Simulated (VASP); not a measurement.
Set up this calculation in VASP 6.6.1, as the native input.

```
Task                   : single point
Functional             : PBE
Potentials or basis    : VASP PAW PBE potentials, release 64 (W_sv, C)
Cutoff                 : 520 eV
k mesh                 : 10 × 10 × 10
Occupations            : gaussian, width 0.013 eV
Spin                   : no spin polarisation
Dipole correction      : no
Further INCAR settings : ALGO = Normal; EDIFF = 1e-07; NBANDS = 16
```

The structure of WC lies in POSCAR:

```
WC
1.0
    0.0000000000      2.1926840000      2.1926840000
    2.1926840000      0.0000000000      2.1926840000
    2.1926840000      2.1926840000      0.0000000000
W C
1 1
Direct
    0.0000000000      0.0000000000      0.0000000000
    0.5000000000      0.5000000000      0.5000000000
```

One way to write it, as run:

INCAR

```
SYSTEM = WC
  PREC = Accurate
  ENCUT = 520
  EDIFF = 1E-7
  ISMEAR = 0
  SIGMA = 0.013000000000000001
  LREAL = .FALSE.
  LASPH = .TRUE.
  NELM = 100
  ALGO = Normal
  ISIF = 2
  LWAVE = .FALSE.
  LCHARG = .FALSE.
  GGA = PE
  NBANDS = 16
```

KPOINTS

```
regular mesh
0
G
  10 10 10
  0 0 0
```

Potentials or basis: VASP PAW PBE potentials, release 64 (W_sv, C).

Run with:

```sh
$ cat potpaw_PBE.64/W_sv/POTCAR potpaw_PBE.64/C/POTCAR > POTCAR
$ mpirun -np 1 vasp_std > vasp.out
```

It gave:

| Item | Value |
| --- | --- |
| Pressure | -0.7 GPa |
| Band gap on the k mesh | zero (band 9 reaches 13.45 eV, above the bottom of band 10 at 10.27 eV) |

Caveat: spin-orbit coupling is left out, which moves the levels of the heavy elements.

It took 7.8 s on 1 thread of Intel(R) Xeon(R) Platinum 8559C (Emerald Rapids), with other jobs on the host, peak memory 0.14 GiB.
